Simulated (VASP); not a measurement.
# Zn (R-3m) in VASP: notebook

Zn is run at these levels: PBEsol; tasks: relaxation of cell and atoms.

Program: VASP 6.6.1. These are calculated values, not measurements. Logs are shortened: lines on timing, memory, paths and dates and some standing lists are left out, and cuts for length are marked.

## (1) The cell of the first run

Symmetry: R-3m, No. 166, trigonal system. The conventional cell has a = 2.934 Å, b = 2.934 Å, c = 21.272 Å, α = 90.00°, β = 90.00°, γ = 120.00°. Zn (site symmetry -3m) has 12 Zn at 2.91 to 2.93 Å within 3.8 Å. Zn (site symmetry 3m) has 12 Zn at 2.91 to 2.93 Å within 3.8 Å.

## (2) Relaxation of cell and atoms, PBEsol

Input file INCAR:

```
PREC = Accurate
ENCUT = 600
EDIFF = 1E-7
ISMEAR = 0
SIGMA = 0.1
LREAL = False
LASPH = True
NELM = 60
ALGO = Normal
ISIF = 3
LWAVE = False
LCHARG = False
GGA = PS
IBRION = 2
NSW = 90
EDIFFG = -0.04
```

Input file KPOINTS:

```
Automatic mesh
0
Gamma
  6 6 6
```

Input file POSCAR:

```
Zn
1.0
    1.4671859615      0.8470802098      7.0908176894
   -1.4671859615      0.8470802098      7.0908176894
    0.0000000000     -1.6941604196      7.0908176894
Zn
3
Direct
    0.0000000000      0.0000000000      0.0000000000
    0.2222200000      0.2222200000      0.2222200000
    0.7777800000      0.7777800000      0.7777800000
```

Potentials or basis: VASP PAW PBE potentials, release 64 (Zn).

Command:

```sh
> cat potpaw_PBE.64/Zn/POTCAR > POTCAR
> mpirun -np 1 vasp_std > vasp.out
```

OUTCAR:

```text
PREC = Accurate
   ENCUT = 600
   EDIFF = 1E-7
   ISMEAR = 0
   LREAL = False
   LASPH = True
   NELM = 60
   ISIF = 3
   GGA = PS
   IBRION = 2
   NSW = 90
   EDIFFG = -0.04

 ion  position               nearest neighbor table
   1  0.000  0.000  0.000-   3 2.91   2 2.91   3 2.91   3 2.91   2 2.91   2 2.91
   2  0.222  0.222  0.222-   3 2.91   3 2.91   3 2.91   1 2.91   1 2.91   1 2.91
   3  0.778  0.778  0.778-   2 2.91   2 2.91   2 2.91   1 2.91   1 2.91   1 2.91

  LATTYP: Found a trigonal (rhomboedric) cell.
 ALAT       =     7.2903960820
 COS(alpha) =     0.9189975651

  Lattice vectors:

 A1 = (   1.4671859615,   0.8470802098,   7.0908176894)
 A2 = (  -1.4671859615,   0.8470802098,   7.0908176894)
 A3 = (   0.0000000000,  -1.6941604196,   7.0908176894)

Analysis of symmetry for initial positions (statically):
=====================================================================
 Subroutine PRICEL returns:
 Original cell was already a primitive cell.

 Routine SETGRP: Setting up the symmetry group for a
 trigonal (rhombohedral) supercell.

 Subroutine GETGRP returns: Found 12 space group operations
 (whereof 12 operations were pure point group operations)
 out of a pool of 12 trial point group operations.

The static configuration has the point symmetry D_3d.

Analysis of symmetry for dynamics (positions and initial velocities):
=====================================================================
 Subroutine PRICEL returns:
 Original cell was already a primitive cell.

 Routine SETGRP: Setting up the symmetry group for a
 trigonal (rhombohedral) supercell.

 Subroutine GETGRP returns: Found 12 space group operations
 (whereof 12 operations were pure point group operations)
 out of a pool of 12 trial point group operations.

The dynamic configuration has the point symmetry D_3d.

 Subroutine INISYM returns: Found 12 space group operations
 (whereof 12 operations are pure point group operations),
 and found     1 'primitive' translations

----------------------------------------------------------------------------------------

                                     Primitive cell

  volume of cell :      52.8758

  direct lattice vectors                    reciprocal lattice vectors
     1.467185962  0.847080210  7.090817689     0.340788430  0.196754292  0.047009153
    -1.467185962  0.847080210  7.090817689    -0.340788430  0.196754292  0.047009153
     0.000000000 -1.694160420  7.090817689     0.000000000 -0.393508583  0.047009153

  length of vectors
     7.290396082  7.290396082  7.290396082     0.396306530  0.396306530  0.396306530

  position of ions in fractional coordinates (direct lattice)
     0.000000000  0.000000000  0.000000000
     0.222220000  0.222220000  0.222220000
     0.777780000  0.777780000  0.777780000

  ion indices of the primitive-cell ions
   primitive index   ion index
                 1           1
                 2           2
                 3           3

----------------------------------------------------------------------------------------

 KPOINTS: Automatic mesh

Automatic generation of k-mesh.
 Grid dimensions read from file:
 generate k-points for:    6    6    6

 Generating k-lattice:

  Cartesian coordinates                     Fractional coordinates (reciprocal lattice)
     0.056798072  0.032792382  0.007834859     0.166666667  0.000000000  0.000000000
    -0.056798072  0.032792382  0.007834859     0.000000000  0.166666667  0.000000000
     0.000000000 -0.065584764  0.007834859     0.000000000  0.000000000  0.166666667

  Length of vectors
     0.066051088  0.066051088  0.066051088

  Shift w.r.t. Gamma in fractional coordinates (k-lattice)
     0.000000000  0.000000000  0.000000000

 Subroutine IBZKPT returns following result:
 ===========================================

 Found     32 irreducible k-points:

 Following reciprocal coordinates:
            Coordinates               Weight
  0.000000  0.000000  0.000000      1.000000
  0.166667 -0.000000 -0.000000      6.000000
  0.333333 -0.000000 -0.000000      6.000000
  0.500000  0.000000 -0.000000      3.000000
  0.166667  0.166667 -0.000000      6.000000
  0.333333  0.166667 -0.000000     12.000000
[... 16 lines left out ...]
  0.500000  0.500000  0.166667      6.000000
 -0.333333  0.500000  0.166667     12.000000
 [... further k-points ...]
   k-points           NKPTS =     32   k-points in BZ     NKDIM =     32   number of bands    NBANDS=     22
   number of dos      NEDOS =    301   number of ions     NIONS =      3
   total plane-waves  NPLWV = 216000
   dimension x,y,z NGX =    60 NGY =   60 NGZ =   60
   dimension x,y,z NGXF=   120 NGYF=  120 NGZF=  120
   ions per type =               3
   NGX,Y,Z   is equivalent  to a cutoff of  13.68, 13.68, 13.68 a.u.
   NGXF,Y,Z  is equivalent  to a cutoff of  27.36, 27.36, 27.36 a.u.
 SYSTEM =  unknown system
   PREC   = accura    normal or accurate (medium, high low for compatibility)
   ISTART =      0    job   : 0-new  1-cont  2-samecut
   ICHARG =      2    charge: 1-file 2-atom 10-const
   ISPIN  =      1    spin polarized calculation?
   LNONCOLLINEAR =      F non collinear calculations
   LSORBIT =      F    spin-orbit coupling
   LASPH  =      T    aspherical Exc in radial PAW
   ENCUT  =  600.0 eV  44.10 Ry    6.64 a.u.  14.56 14.56 14.56*2*pi/ulx,y,z
   NELM   =     60;   NELMIN=  2; NELMDL= -5     # of ELM steps
   EDIFF  = 0.1E-06   stopping-criterion for ELM
   LREAL  =      F    real-space projection
   EDIFFG = -.4E-01   stopping-criterion for IOM
   NSW    =     90    number of steps for IOM
   IBRION =      2    ionic relax: 0-MD 1-quasi-New 2-CG
   NFREE  =      1    steps in history (QN), initial steepest desc. (CG)
   ISIF   =      3    stress and relaxation
   ISYM   =      2    0-nonsym 1-usesym 2-fastsym
   POTIM  = 0.5000    time-step for ionic-motion
   TEBEG  =    0.0;   TEEND  =   0.0 temperature during run
   PSTRESS=    0.0 pullay stress
   NELECT =      36.0000    total number of electrons
   NUPDOWN=      -1.0000    fix difference up-down
   EMIN   =  10.00;   EMAX   =-10.00  energy-range for DOS
   EFERMI =   0.00;   METHOD = LEGACY
   ISMEAR =     0;   SIGMA  =   0.10  broadening in eV -4-tet -1-fermi 0-gaus
   EFERMI_NEDOS =   21; number of points for ismear=-14 and -15
   IALGO  =     38    algorithm
   IMIX   =      4    mixing-type and parameters
     AMIX     =   0.40;   BMIX     =  1.00
     AMIX_MAG =   1.60;   BMIX_MAG =  1.00
  volume/ion in A,a.u.               =      17.63       118.94
  Fermi-wavevector in a.u.,A,eV,Ry     =   1.440201  2.721586 28.220935  2.074180
  Thomas-Fermi vector in A             =   2.558972
   LORBIT       =      0    0 simple, 1 ext, 2 COOP (PROOUT), +10 PAW based schemes
   GGA     = PS    functional components
   LHFCALC =     F    Hartree Fock is set to
   AEXX    =    0.0000 exact exchange contribution
   IVDW    =     0    specifies the selected vdW correction
   LEPSILON=     F    determine dielectric tensor
   LRPA    =     F    only Hartree local field effects (RPA)
 conjugate gradient relaxation of ions
 non-spin polarized calculation
 Gauss-broadening in eV      SIGMA  =   0.10
  energy-cutoff  :      600.00
  volume of cell :       52.88
 maximum number of plane-waves:      1776
 NGX is ok and might be reduce to    60
   NGX = 29   NGY = 29   NGZ = 29

--------------------------------------- Ionic step        1  -------------------------------------------

 number of electron      36.0000013 magnetization

 Free energy of the ion-electron system (eV)
  ---------------------------------------------------
  ext. energy  EPLUGINS =         0.00000000
  ---------------------------------------------------
  free energy    TOTEN  =        -4.10102794 eV

  energy without entropy =       -4.09165948  energy(sigma->0) =       -4.09634371

------------------------ aborting loop because EDIFF is reached ----------------------------------------

  FORCE on cell =-STRESS in cart. coord.  units (eV):
  Direction    XX          YY          ZZ          XY          YZ          ZX
  --------------------------------------------------------------------------------------
  -------------------------------------------------------------------------------------
  Total       -3.3952955     -3.3952955     -3.5619408      0.0000000     -0.0000000     -0.0000000
  in kB     -102.8799843   -102.8799843   -107.9294607      0.0000000     -0.0000000     -0.0000000
  external PRESSURE =    -104.5631431 kB  Pullay stress =       0.0000000 kB
[... 92 lines left out ...]
  FREE ENERGIE OF THE ION-ELECTRON SYSTEM (eV)
  ---------------------------------------------------
  free  energy   TOTEN  =        -4.5540742610 eV

  energy  without entropy=       -4.5440911722  energy(sigma->0) =       -4.54908272

[... ionic steps 4 to 9 ...]

--------------------------------------- Ionic step       10  -------------------------------------------

 number of electron      35.9999998 magnetization

------------------------ aborting loop because EDIFF is reached ----------------------------------------

  FORCE on cell =-STRESS in cart. coord.  units (eV):
  Direction    XX          YY          ZZ          XY          YZ          ZX
  --------------------------------------------------------------------------------------
  -------------------------------------------------------------------------------------
  Total        0.0054544      0.0054544     -0.0404353     -0.0000000     -0.0000000      0.0000000
  in kB        0.2055260      0.2055260     -1.5236303     -0.0000000     -0.0000000      0.0000000
  external PRESSURE =      -0.3708595 kB  Pullay stress =       0.0000000 kB
[... 59 lines left out ...]
  energy  without entropy=       -4.6486135986  energy(sigma->0) =       -4.65003870

--------------------------------------- Ionic step       12  -------------------------------------------

 number of electron      35.9999998 magnetization

 Free energy of the ion-electron system (eV)
  ---------------------------------------------------
  ext. energy  EPLUGINS =         0.00000000
  ---------------------------------------------------
  free energy    TOTEN  =        -4.65157036 eV

  energy without entropy =       -4.64873098  energy(sigma->0) =       -4.65015067

 E-fermi :   3.3049     XC(G=0): -12.0849

 val. band max:        3.0542485099   @ k =   0.5000   0.3333  -0.0000
 cond. band min:       3.3490027592   @ k =  -0.3333   0.3333   0.0000
 fundamental gap:      0.2947542493
 Fermi energy:         3.3049392235

 k-point     1 :       0.0000    0.0000    0.0000
  band No.  band energies     occupation
      1      -7.5330      2.00000
      2      -5.1548      2.00000
      3      -5.1212      2.00000
      4      -4.5205      2.00000
      5      -4.5205      2.00000
      6      -4.3926      2.00000
[... 574 lines left out ...]
      6      -4.5084      2.00000
[... 14 lines left out ...]
     21       6.8508      0.00000
     22       8.2781      0.00000

 [... further k-points ...]

------------------------ aborting loop because EDIFF is reached ----------------------------------------

  FORCE on cell =-STRESS in cart. coord.  units (eV):
  Direction    XX          YY          ZZ          XY          YZ          ZX
  --------------------------------------------------------------------------------------
  -------------------------------------------------------------------------------------
  Total        0.0044311      0.0044311     -0.0181812      0.0000000     -0.0000000      0.0000000
  in kB        0.1670356      0.1670356     -0.6853606      0.0000000     -0.0000000      0.0000000
  external PRESSURE =      -0.1170964 kB  Pullay stress =       0.0000000 kB
[... 18 lines left out ...]
  FREE ENERGIE OF THE ION-ELECTRON SYSTEM (eV)
  ---------------------------------------------------
  free  energy   TOTEN  =        -4.6515703580 eV

  energy  without entropy=       -4.6487309825  energy(sigma->0) =       -4.65015067

 reached required accuracy - stopping structural energy minimisation
```

Run time: 12 min. Hardware: 1 thread of Intel Xeon 6975P-C (Granite Rapids), shared host; peak memory 0.54 GiB.

Results:

```
Free energy                            : -4.6516 eV
Relaxed volume                         : 14.17 Å³/atom
Relaxed cell                           : a = 6.359 Å, b = 6.359 Å, c = 6.359 Å, α = 25.68°, β = 25.68°, γ = 25.68°
Space group after relaxing (to 0.05 Å) : R-3m (No. 166)
Energy gained by relaxing              : 183.5 meV/atom
Ionic steps                            : 12
Pressure after relaxing                : 0.0 GPa
Largest force after relaxing           : 0.031 eV/Å
Band gap on the k mesh                 : zero (band 18 reaches 4.52 eV, above the bottom of band 19 at 2.48 eV)
```

Forces on the atoms (eV/Å):
```
Zn   0.000  0.000  0.000
Zn   0.000  0.000  0.031
Zn   0.000  0.000 -0.031
```

The path:
```tsv
step	energy change (eV)	largest force (eV/Å)	pressure (GPa)	volume (Å³)
1	0.0000	0.0202	-10.46	52.88
2	-0.4212	0.0467	-4.09	44.55
3	-0.4530	0.0640	-0.18	42.36
4	-0.4531	0.0655	0.21	42.17
5	-0.4757	0.0263	0.59	41.93
6	-0.5371	0.0889	3.05	41.13
7	-0.5446	0.0925	1.53	41.86
8	-0.5446	0.0924	1.60	41.84
9	-0.5496	0.0606	0.59	42.26
10	-0.5504	0.0424	-0.04	42.52
11	-0.5504	0.0433	-0.03	42.51
12	-0.5505	0.0310	-0.01	42.50
```

Final structure:
```
CELL_PARAMETERS angstrom
1.41290 0.81574 6.14606
-1.41290 0.81574 6.14606
0.00000 -1.63148 6.14606
ATOMIC_POSITIONS crystal
Zn 0.00000 0.00000 0.00000
Zn 0.22190 0.22190 0.22190
Zn 0.77810 0.77810 0.77810
```

Levels at points of the mesh, in eV from the Fermi level:
```tsv
k point	band 15	band 16	band 17	band 18	band 19	band 20	band 21	band 22
(0.00, 0.00, 0.00)	-7.00	-7.00	-6.16	-6.13	6.56	6.60	14.31	14.31
(0.50, 0.00, 0.00)	-6.92	-3.70	-3.25	-1.87	0.34	1.68	2.67	8.56
(0.50, 0.50, 0.00)	-6.84	-3.35	-3.00	-2.64	-0.82	3.02	4.77	6.91
(0.50, 0.50, 0.50)	-7.22	-6.94	-6.94	-2.16	0.60	13.66	13.66	15.25
```

Caveat: the k points lie up to 0.43 Å⁻¹ apart in the final cell; the volume moved by over 15 % at a fixed basis, so the end points are rough; the PAW data sets were made with another functional, which shifts forces and pressure a little.

## (3) Relaxation of cell and atoms, PBEsol

This run uses another cell than the first one, of 14.09 Å³/atom, 0.800 times its volume.

Input file INCAR:

```
SYSTEM = Zn
ALGO     = Fast           ! electronic algorithm
EDIFF    = 1E-7           ! SCF threshold, eV
EDIFFG   = -0.04          ! ionic threshold
ENCUT    = 600            ! plane-wave cutoff, eV
GGA      = PS             ! functional
IBRION   = 2              ! ionic algorithm
ISIF     = 3              ! what is computed and relaxed
ISMEAR   = 0              ! smearing method
LASPH    = .TRUE.         ! aspherical terms in the spheres
LCHARG   = .FALSE.        ! write CHGCAR
LREAL    = .FALSE.        ! projectors in reciprocal space
LWAVE    = .FALSE.        ! write WAVECAR
NELM     = 80             ! most SCF steps
NSW      = 90             ! ionic steps
PREC     = Accurate       ! precision mode
SIGMA    = 0.1            ! smearing width, eV
```

Input file KPOINTS:

```
k-points
0
G
  9 9 9
  0 0 0
```

Input file POSCAR:

```
Zn
1.0
    1.4119234871      0.8151744054      6.1226199001
   -1.4119234871      0.8151744054      6.1226199001
    0.0000000000     -1.6303488108      6.1226199001
Zn
3
Direct
    0.0000000000      0.0000000000      0.0000000000
    0.2221496727      0.2221496727      0.2221496727
    0.7778503273      0.7778503273      0.7778503273
```

Potentials or basis: VASP PAW PBE potentials, release 64 (Zn).

Command:

```sh
> cat potpaw_PBE.64/Zn/POTCAR > POTCAR
> mpirun -np 1 vasp_std > vasp.out
```

Wall time 14 min (1 thread of Intel Xeon 6975P-C (Granite Rapids), shared host); peak memory 0.43 GiB.

It converged, with:

```
Free energy                            : -4.7019 eV
Relaxed volume                         : 14.08 Å³/atom
Relaxed cell                           : a = 6.494 Å, b = 6.494 Å, c = 6.494 Å, α = 24.76°, β = 24.76°, γ = 24.76°
Space group after relaxing (to 0.05 Å) : R-3m (No. 166)
Energy gained by relaxing              : 3.8 meV/atom
Ionic steps                            : 5
Pressure after relaxing                : 0.0 GPa
Largest force after relaxing           : 0.007 eV/Å
Band gap on the k mesh                 : zero (band 18 reaches 5.20 eV, above the bottom of band 19 at 2.80 eV)
```

Forces on the atoms (eV/Å):
```
Zn   0.000  0.000  0.000
Zn   0.000  0.000 -0.007
Zn   0.000  0.000  0.007
```

Stress tensor (GPa, compression positive):
```
 0.14  0.00  0.00
 0.00  0.14  0.00
 0.00  0.00 -0.17
```

The path:
```csv
step,energy change (eV),largest force (eV/Å),pressure (GPa),volume (Å³)
1,0.0000,0.0014,0.47,42.28
2,-0.0062,0.0010,-0.30,42.53
3,-0.0091,0.0043,-1.24,42.87
4,-0.0092,0.0029,-1.14,42.80
5,-0.0114,0.0075,0.03,42.24
```

Final structure:
```yaml
crystal:
  lattice:
    - [1.39211, 0.80373, 6.29166]
    - [-1.39211, 0.80373, 6.29166]
    - [0.00000, -1.60747, 6.29166]
  atoms:
    - { symbol: Zn, position: [0.00000, 0.00000, 0.00000] }
    - { symbol: Zn, position: [0.22213, 0.22213, 0.22213] }
    - { symbol: Zn, position: [0.77787, 0.77787, 0.77787] }
```

Levels at points of the mesh, in eV from the Fermi level:
```
           k point  band 16  band 17  band 18  band 19  band 20  band 21
(0.00, 0.00, 0.00)    -7.21    -6.53    -6.51     5.58     5.59    14.87
```

Caveat: the PAW data sets were made with another functional, which shifts forces and pressure a little.
